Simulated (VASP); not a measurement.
A run of VASP 6.6.1:

Contents of POSCAR:

```
Si
1.0
    3.8313174605      0.0000000000      0.0000000000
   -1.9156587303      3.0691668820      0.0000000000
    0.0000000000      0.0000000000      6.3326220002
Si
4
Direct
    0.3333333333      0.6666666667      0.0630095000
    0.6666666667      0.3333333333      0.5630095000
    0.3333333333      0.6666666667      0.4369905000
    0.6666666667      0.3333333333      0.9369905000
```

File INCAR.step1:

```
PREC     = Accurate       # precision mode
ENCUT    = 520            # plane-wave cutoff, eV
ISMEAR   = 0              # smearing method
SIGMA    = 0.05           # smearing width, eV
LREAL    = F              # projectors in reciprocal space
LASPH    = T              # aspherical terms in the spheres
NELM     = 80             # most SCF steps
NBANDS   = 16             # bands
GGA      = PE             # functional
ALGO     = Normal         # electronic algorithm
EDIFF    = 1E-4           # SCF threshold, eV
LWAVE    = T              # write WAVECAR
LCHARG   = F              # write CHGCAR
```

INCAR.step2

```
PREC     = Accurate       # precision mode
ENCUT    = 520            # plane-wave cutoff, eV
EDIFF    = 1E-7           # SCF threshold, eV
ISMEAR   = 0              # smearing method
SIGMA    = 0.05           # smearing width, eV
LREAL    = F              # projectors in reciprocal space
LASPH    = T              # aspherical terms in the spheres
NELM     = 80             # most SCF steps
ALGO     = Normal         # electronic algorithm
ISIF     = 2              # what is computed and relaxed
LWAVE    = F              # write WAVECAR
LCHARG   = T              # write CHGCAR
METAGGA  = R2SCAN         # meta-GGA
LMIXTAU  = T            
LELF     = T              # ELF
LVHAR    = T            
NBANDS   = 16             # bands
ISTART   = 1
```

File KPOINTS:

```
Automatic mesh
0
Gamma
  12 12 6
```

Potentials or basis: VASP PAW PBE potentials, release 64 (Si).

Launch:

```bash
$ cat potpaw_PBE.64/Si/POTCAR > POTCAR
$ cp INCAR.step1 INCAR
$ mpirun -np 1 vasp_std > vasp.out
$ cp INCAR.step2 INCAR
$ mpirun -np 1 vasp_std > vasp.out
```

Hardware: 1 thread of Intel(R) Xeon(R) 6975P-C (Granite Rapids), with other jobs on the host.

Task: Estimate the wall time of this run.

Result: It took 9.8 min on 1 thread of Intel(R) Xeon(R) 6975P-C (Granite Rapids) (shared host), peak memory 0.29 GiB. Counts: k points 172.
